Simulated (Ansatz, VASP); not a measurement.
One calculation of ZnO, two programs

```
Zn O
1.0
     0.00000    2.27791    2.11521
     2.27791    0.00000    2.11521
     2.27791    2.27791    0.00000
Zn O
1 1
Direct
  0.00000 0.00000 0.00000
  0.50000 0.50000 0.50000
```

Change from the starting cell: strain +0.050 along x and y, -0.025 along z, atoms carried along.

Alike in both runs: task single point; functional LDA; k mesh 12 × 12 × 12; occupations gaussian, width 0.05 eV; no spin polarisation.

|  | VASP | Ansatz |
| --- | --- | --- |
| version | VASP 6.6.1 | Ansatz 0.2.0 |
| potentials or method | VASP PAW LDA potentials, release 64 (Zn, O), cutoff 520 eV | scalar-relativistic, plane waves, PAW |
| valence electrons in the cell | 18 | 18 |

|  | VASP | Ansatz | Ansatz less VASP |
| --- | --- | --- | --- |
| gap on the k mesh at the Fermi level (eV) | 0.27 | 0.27 | -0.001 |
| least direct gap on the mesh (eV) | 1.29 | 1.29 | +0.003 |
| pressure (GPa) | -21.3 | -22.1 | -0.81 |
| traceless stress, the component that is largest in VASP (GPa) | -0.09 | -0.40 | -0.317 |

LDA's correlation is that of Perdew and Zunger in VASP and of Perdew and Wang (1992) in Ansatz.
